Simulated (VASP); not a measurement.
Input of a VASP 6.6.1 run:

The input POSCAR:

```
SrO
1.0
    0.0000000000      2.5698000000      2.5698000000
    2.5698000000      0.0000000000      2.5698000000
    2.5698000000      2.5698000000      0.0000000000
Sr O
1 1
Direct
    0.0000000000      0.0000000000      0.0000000000
    0.5000000000      0.5000000000      0.5000000000
```

The input INCAR.step1:

```
SYSTEM = SrO
PREC = Accurate
ENCUT = 520
ISMEAR = 0
SIGMA = 0.05
LREAL = .False.
LASPH = .True.
NELM = 100
NBANDS = 15
GGA = PE
ALGO = Normal
EDIFF = 1E-4
LWAVE = .True.
LCHARG = .False.
```

INCAR.step2

```
SYSTEM = SrO
PREC = Accurate
ENCUT = 520
EDIFF = 1E-6
ISMEAR = 0
SIGMA = 0.05
LREAL = .False.
LASPH = .True.
NELM = 100
ALGO = Normal
ISIF = 2
LWAVE = .False.
LCHARG = .False.
METAGGA = R2SCAN
LMIXTAU = .True.
NBANDS = 15
ISTART = 1
```

Contents of KPOINTS:

```
regular mesh
0
Gamma
  8 8 8
  0 0 0
```

Potentials or basis: VASP PAW PBE potentials, release 64 (Sr_sv, O).

The run is started by

```sh
$ cat potpaw_PBE.64/Sr_sv/POTCAR potpaw_PBE.64/O/POTCAR > POTCAR
$ cp INCAR.step1 INCAR
$ mpirun -np 1 vasp_std > vasp.out
$ cp INCAR.step2 INCAR
$ mpirun -np 1 vasp_std > vasp.out
```

Q: Predict the band gap on the k mesh.

A: 3.74 eV, indirect (least direct gap 3.83 eV).

Q: Predict the pressure.

A: 1.7 GPa.

Caveat: the PAW data sets were made with another functional, which shifts forces and pressure a little. r2SCAN opens gaps a little over a GGA but as a rule still falls short of measured ones.
